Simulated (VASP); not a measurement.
# BTe: single point with PBE

BTe:

```xyz
2
Lattice="3.4626 0.0000 0.0000 -1.7313 2.9987 0.0000 0.0000 0.0000 3.3356" Properties=species:S:1:pos:R:3 pbc="T T T"
B     0.0000    1.9991    1.6678
Te    0.0000    0.0000    0.0000
```

* Program: VASP 6.6.1
* Task: single point
* Functional: PBE
* Potentials or basis: VASP PAW PBE potentials, release 64 (B, Te)
* Cutoff: 520 eV
* k mesh: 6 × 6 × 6
* Occupations: gaussian, width 0.1 eV
* Spin: no spin polarisation

The pressure is -0.9 GPa.

Stress tensor (GPa, compression positive):
```
 1.15  0.00  0.00
 0.00  1.15  0.00
 0.00  0.00 -4.85
```

Levels at points of the mesh, in eV from the Fermi level:
```csv
k point,band 1,band 2,band 3,band 4,band 5,band 6,band 7,band 8
"(0.00, 0.00, 0.00)",-14.99,-2.64,-1.26,-0.78,-0.78,3.17,3.17,4.65
"(0.50, 0.00, 0.00)",-12.49,-8.84,-3.11,-0.21,0.04,2.61,3.53,5.27
"(0.00, 0.00, 0.50)",-13.02,-9.62,1.82,1.82,1.87,1.87,3.23,3.92
"(0.50, 0.00, 0.50)",-10.59,-6.87,-6.33,-4.81,-0.23,0.70,2.98,3.87
```

Run time: 7.4 s on 1 thread of Intel(R) Xeon(R) Platinum 8488C (Sapphire Rapids), with other jobs on the host, peak memory 0.15 GiB.

Caveat: spin-orbit coupling is left out, which moves the levels of the heavy elements.
